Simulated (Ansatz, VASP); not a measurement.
## Lu in VASP and in Ansatz

```
Lu
1.0
     3.37839    0.00000    0.00000
    -1.68919    2.92577    0.00000
     0.00000    0.00000    5.27767
Lu
2
Direct
  0.33333 0.66667 0.25000
  0.66667 0.33333 0.75000
```

Alike in both runs: functional LDA; k mesh 21 × 21 × 12; occupations fermi-dirac, width 0.15 eV; no spin polarisation.

Ansatz relaxed the structure, and its values are those at the end. VASP's run is a single point on that final structure, the one shown.

|  | VASP | Ansatz |
| --- | --- | --- |
| version | VASP 6.6.1 | Ansatz 0.2.0 |
| potentials or method | VASP PAW PBE potentials, release 64 (Lu), cutoff 520 eV | scalar-relativistic, plane waves, PAW |
| valence electrons in the cell | 50 | 50 |

Ansatz gave:

| Quantity | Value |
| --- | --- |
| gap on the k mesh at the Fermi level (eV) | none |
| pressure (GPa) | 0.0 |

Question: Estimate VASP's values.

Answer: gap on the k mesh at the Fermi level (eV): none; pressure (GPa): 0.2.

VASP's potentials were made for PBE, not for LDA, and Ansatz warns of the same on its side. LDA's correlation is that of Perdew and Zunger in VASP and of Perdew and Wang (1992) in Ansatz. A gap of «none» marks a metal or a gap that the smearing closes.

Spin-orbit coupling is off throughout.
